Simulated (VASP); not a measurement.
Here is a VASP 6.6.1 calculation.

INCAR

```
SYSTEM = Pd
PREC = Accurate ; ENCUT = 520
EDIFF = 1E-6 ; ISMEAR = -1
SIGMA = 0.1 ; LREAL = .FALSE.
LASPH = .TRUE. ; NELM = 100
ALGO = Normal ; ISIF = 2
LWAVE = .FALSE. ; LCHARG = .FALSE.
GGA = PE ; NBANDS = 22
```

KPOINTS

```
Automatic mesh
0
G
  9 9 12
  0 0 0
```

Contents of POSCAR:

```
Pd
1.0
    4.5041502062      0.0000000000      0.0000000000
   -2.2520751031      3.9007085010      0.0000000000
    0.0000000000      0.0000000000      2.6805721929
Pd
3
Direct
    0.0000000000      0.0000000000      0.0000000000
    0.3333333333      0.6666666667      0.5000000000
    0.6666666667      0.3333333333      0.5000000000
```

Potentials or basis: VASP PAW PBE potentials, release 64 (Pd).

Launch:

```sh
$ cat potpaw_PBE.64/Pd/POTCAR > POTCAR
$ mpirun -np 1 vasp_std > vasp.out
```

Q: What does it give for the band gap on the k mesh?

A: Zero (band 15 reaches 9.45 eV, above the bottom of band 16 at 8.57 eV).

Q: Estimate the pressure.

A: -0.3 GPa.

Stress tensor (GPa, compression positive):
```
-0.36  0.00  0.00
 0.00 -0.36  0.00
 0.00  0.00 -0.29
```
